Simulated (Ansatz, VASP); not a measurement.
# Two plane-wave programs on Cr

File INCAR:

```
SYSTEM = Cr
ALGO = Normal ; EDIFF = 1E-6
ENCUT = 520 ; GGA = PE
ISIF = 2 ; ISMEAR = -1
ISPIN = 2 ; LASPH = .TRUE.
LCHARG = .FALSE. ; LMAXMIX = 4
LORBIT = 11 ; LREAL = .FALSE.
LWAVE = .FALSE. ; MAGMOM = 3 -3
NBANDS = 23 ; NELM = 150
PREC = Accurate ; SIGMA = 0.1
```

File KPOINTS:

```
k-points
0
G
  11 11 11
  0 0 0
```

Contents of POSCAR:

```
Cr
1.0
    2.9688990000      0.0000000000      0.0000000000
    0.0000000000      2.9688990000      0.0000000000
    0.0000000000      0.0000000000      2.9688990000
Cr
2
Direct
    0.0000000000      0.0000000000      0.0000000000
    0.5000000000      0.5000000000      0.5000000000
```

Input for Ansatz:

```yaml
crystal:
  lattice:
    - [2.968899, 0.0, 0.0]
    - [0.0, 2.968899, 0.0]
    - [0.0, 0.0, 2.968899]
  atoms:
    - { symbol: Cr, position: [0.0, 0.0, 0.0], spin: 3.0 }
    - { symbol: Cr, position: [0.5, 0.5, 0.5], spin: -3.0 }
basis:
  ecutwfc: 510.0
kpoints:
  mp_grid:
    grid: [11, 11, 11]
magnetization:
  spin_polarized: true
scf:
  convergence:
    dr2_threshold: 1.0e-09
  occupations:
    method: fermi_dirac
    width: 0.1
output:
  eigenvalues: true
```

Alike in both runs: task single point; functional PBE; k mesh 11 × 11 × 11; occupations fermi-dirac, width 0.1 eV; collinear spin.

|  | VASP | Ansatz |
| --- | --- | --- |
| version | VASP 6.6.1 | Ansatz 0.2.0 |
| potentials or method | VASP PAW PBE potentials, release 64 (Cr_pv), cutoff 520 eV | plane waves, PAW |
| valence electrons in the cell | 24 | 28 |

```csv
,VASP,Ansatz,Ansatz less VASP
gap on the k mesh at the Fermi level (eV),none,none,-
net moment per atom (μB),0.00,0.00,0.000
size of the moment on the site where the two differ most (μB),1.79,1.68,-0.115
```

Site moments also hang on the region over which each program counts them. A gap of «none» marks a metal or a gap that the smearing closes. The functional is the same, so the differences come from potentials, cutoffs and numerics. VASP's potentials hold 24 valence electrons a cell and Ansatz's 28, so a difference there can come from the potentials and not from the codes.
